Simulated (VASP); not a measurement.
A run of VASP 6.6.1 is set up as follows.

INCAR

```
PREC = Accurate ; ENCUT = 520
EDIFF = 1E-6 ; ISMEAR = -1
SIGMA = 0.05 ; LREAL = Auto
LASPH = True ; NELM = 100
ALGO = Normal ; ISIF = 2
LWAVE = False ; LCHARG = True
GGA = PS ; LELF = True
LVHAR = True ; NBANDS = 196
ISYM = 0
```

Contents of KPOINTS:

```
Automatic mesh
0
Gamma
  1 1 1
  0.25 0.25 0.25
```

The input POSCAR:

```
Be13Zn3Se16
1.0
   10.4468649930      0.0000000000      0.0000000000
    0.0000000000     10.4468649930      0.0000000000
    0.0000000000      0.0000000000     10.4468649930
Be Zn Se
26 6 32
Direct
    0.0055430000      0.0060710000      0.0063890000
    0.9981560000      0.9996030000      0.4948540000
    0.9970210000      0.4992610000      0.4961510000
    0.4945010000      0.0049960000      0.0045950000
    0.4981730000      0.9995340000      0.4937110000
    0.4956980000      0.4942230000      0.0024890000
    0.5014450000      0.4999610000      0.4971110000
    0.2515910000      0.2480400000      0.9991800000
    0.2522860000      0.7525830000      0.0054600000
    0.2495220000      0.7495450000      0.4956960000
    0.7467760000      0.2500930000      0.0027960000
    0.7479340000      0.2515030000      0.4973180000
    0.7489270000      0.7465930000      0.4909330000
    0.2497220000      0.9982510000      0.2479580000
    0.2486920000      0.0021170000      0.7516530000
    0.2505740000      0.5020780000      0.2501140000
    0.2520610000      0.4976490000      0.7494070000
    0.7493960000      0.0023520000      0.2522480000
    0.7453350000      0.4966880000      0.2541930000
    0.7463830000      0.4914420000      0.7435250000
    0.9960550000      0.2485020000      0.2501320000
    0.9990530000      0.2493200000      0.7500460000
    0.0021280000      0.7534430000      0.2549560000
    0.5005910000      0.2491640000      0.2472310000
    0.4995990000      0.2517790000      0.7515030000
    0.4969550000      0.7486760000      0.2519380000
    0.0029250000      0.4967650000      0.0031030000
    0.2496520000      0.2506280000      0.5016480000
    0.7490550000      0.7499930000      0.0093410000
    0.7515950000      0.0085650000      0.7479420000
    0.0058040000      0.7513640000      0.7465800000
    0.4957570000      0.7474590000      0.7475200000
    0.1280620000      0.1289990000      0.1287110000
    0.1140700000      0.1159800000      0.6317780000
    0.1320170000      0.6357050000      0.1344720000
    0.1344760000      0.6147300000      0.6146490000
    0.6246640000      0.1251320000      0.1257360000
    0.6140740000      0.1343670000      0.6145420000
    0.6140360000      0.6143690000      0.1350260000
    0.6324370000      0.6178770000      0.6146120000
    0.3725910000      0.3725140000      0.1267310000
    0.3852230000      0.3841950000      0.6325760000
    0.3763890000      0.8755650000      0.1273180000
    0.3650880000      0.8834610000      0.6155640000
    0.8645150000      0.3678620000      0.1340610000
    0.8757690000      0.3717620000      0.6226890000
    0.8853000000      0.8852390000      0.1356990000
    0.8720680000      0.8737190000      0.6062480000
    0.3804800000      0.1187260000      0.3645250000
    0.3755010000      0.1265550000      0.8748550000
    0.3755070000      0.6250210000      0.3762450000
    0.3651720000      0.6168690000      0.8850710000
    0.8740390000      0.1266770000      0.3762560000
    0.8839480000      0.1354440000      0.8868590000
    0.8748040000      0.6244040000      0.3712810000
    0.8644940000      0.6155160000      0.8646450000
    0.1164200000      0.3814020000      0.3655030000
    0.1337200000      0.3658070000      0.8662490000
    0.1266100000      0.8771610000      0.3756170000
    0.1336660000      0.8832710000      0.8860550000
    0.6225740000      0.3731900000      0.3749650000
    0.6242410000      0.3733610000      0.8764340000
    0.6242520000      0.8738010000      0.3726600000
    0.6155980000      0.8855640000      0.8840870000
```

Potentials or basis: VASP PAW PBE potentials, release 64 (Be, Zn, Se).

Launch:

```sh
$ cat potpaw_PBE.64/Be/POTCAR potpaw_PBE.64/Zn/POTCAR potpaw_PBE.64/Se/POTCAR > POTCAR
$ mpirun -np 1 vasp_std > vasp.out
```

(1) Estimate the largest force.

(2) Estimate the pressure.

(3) What does it give for the band gap on the k mesh?

Answers

(1) 0.092 eV/Å.

(2) 0.3 GPa.

(3) 3.13 eV.

Caveat: the PAW data sets were made with another functional, which shifts forces and pressure a little; a shifted mesh leaves out Γ, where band edges can lie.
